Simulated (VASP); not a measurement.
C: single point with PBE+D3(BJ)

C:

```
C
1.0
     2.46784    0.00000    0.00000
    -1.23392    2.13721    0.00000
     0.00000    0.00000    7.12620
C
4
Direct
  0.00000 0.00000 0.00250
  0.00000 0.00000 0.50250
  0.33333 0.66667 0.00250
  0.66667 0.33333 0.50250
```

| Item | Value |
| --- | --- |
| Program | VASP 6.6.1 |
| Task | single point |
| Functional | PBE |
| Dispersion | D3(BJ) |
| Potentials or basis | VASP PAW PBE potentials, release 64 (C) |
| Cutoff | 520 eV |
| k mesh | 18 × 18 × 6 |
| Occupations | gaussian, width 0.1 eV |
| Spin | no spin polarisation |
| Dipole correction | no |
| Further INCAR settings | ALGO = Normal; EDIFF = 1e-06; NBANDS = 16 |

The pressure is -0.9 GPa, the band gap on the k mesh is zero (bands 8 and 9 overlap by 0.01 eV) and the dispersion energy per atom is -0.145 eV.

Stress tensor (GPa, compression positive):
```
-0.63  0.00  0.00
 0.00 -0.63  0.00
 0.00  0.00 -1.39
```

Levels at points of the mesh, in eV from the Fermi level:
```csv
k point,band 4,band 5,band 6,band 7,band 8,band 9,band 10,band 11,band 12,band 13
"(0.00, 0.00, 0.00)",-6.83,-3.03,-3.03,-3.02,-3.02,3.86,8.30,8.30,8.33,8.33
"(0.50, 0.00, 0.00)",-13.17,-6.41,-6.38,-2.63,-2.14,1.51,2.04,7.24,7.49,11.01
"(0.00, 0.00, 0.50)",-7.61,-3.02,-3.02,-3.02,-3.02,6.06,6.06,8.31,8.31,8.31
"(0.50, 0.00, 0.50)",-13.20,-6.39,-6.39,-2.35,-2.35,1.66,1.66,7.36,7.36,12.21
```

It took 110 s on 1 thread of Intel Xeon 8259CL, with other jobs on the host, peak memory 0.2 GiB.
